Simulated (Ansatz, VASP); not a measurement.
Al in VASP and in Ansatz

The input INCAR:

```
SYSTEM = Al
PREC = Accurate
ENCUT = 520
EDIFF = 1E-6
ISMEAR = 0
SIGMA = 0.15
LREAL = .FALSE.
LASPH = .TRUE.
NELM = 60
ALGO = Normal
ISIF = 2
LWAVE = .FALSE.
LCHARG = .FALSE.
GGA = PS
NBANDS = 10
```

File KPOINTS:

```
regular mesh
0
G
  18 18 10
  0 0 0
```

Contents of POSCAR:

```
Al
1.0
    2.8496988417      0.0000000000      0.0000000000
   -1.4248494208      2.4679115900      0.0000000000
    0.0000000000      0.0000000000      4.6382883863
Al
2
Direct
    0.6666666667      0.3333333333      0.7500000000
    0.3333333333      0.6666666667      0.2500000000
```

Input for Ansatz:

```yaml
crystal:
  lattice:
    - [2.8496988417, 0.0, 0.0]
    - [-1.4248494208, 2.46791159, 0.0]
    - [0.0, 0.0, 4.6382883863]
  atoms:
    - { symbol: Al, position: [0.6666666667, 0.3333333333, 0.75] }
    - { symbol: Al, position: [0.3333333333, 0.6666666667, 0.25] }
basis:
  ecutwfc: 420
kpoints:
  mp_grid: { grid: [18, 18, 10] }
hamiltonian:
  xc: pbesol
  pseudopotentials: { kind: paw, azcp: { folder: soft_1 } }
scf:
  occupations: { method: gaussian, width: 0.15 }
output:
  forces: true
  stress: true
  eigenvalues: true
```

Alike in both runs: task single point; functional PBEsol; k mesh 18 × 18 × 10; occupations gaussian, width 0.15 eV; no spin polarisation.

|  | VASP | Ansatz |
| --- | --- | --- |
| version | VASP 6.6.1 | Ansatz 0.2.0 |
| potentials or method | VASP PAW PBE potentials, release 64 (Al), cutoff 520 eV | scalar-relativistic, plane waves, PAW |
| valence electrons in the cell | 6 | 6 |

Ansatz gave:

* gap on the k mesh at the Fermi level (eV): none
* pressure (GPa): 0.0
* traceless stress, the component that is largest in VASP (GPa): 0.12

Q: Which values does VASP return?

A: gap on the k mesh at the Fermi level (eV): none; pressure (GPa): 0.1; traceless stress, the component that is largest in VASP (GPa): 0.12.

VASP's potentials were made for PBE, not for PBEsol, and Ansatz warns of the same on its side. A gap of «none» marks a metal or a gap that the smearing closes.
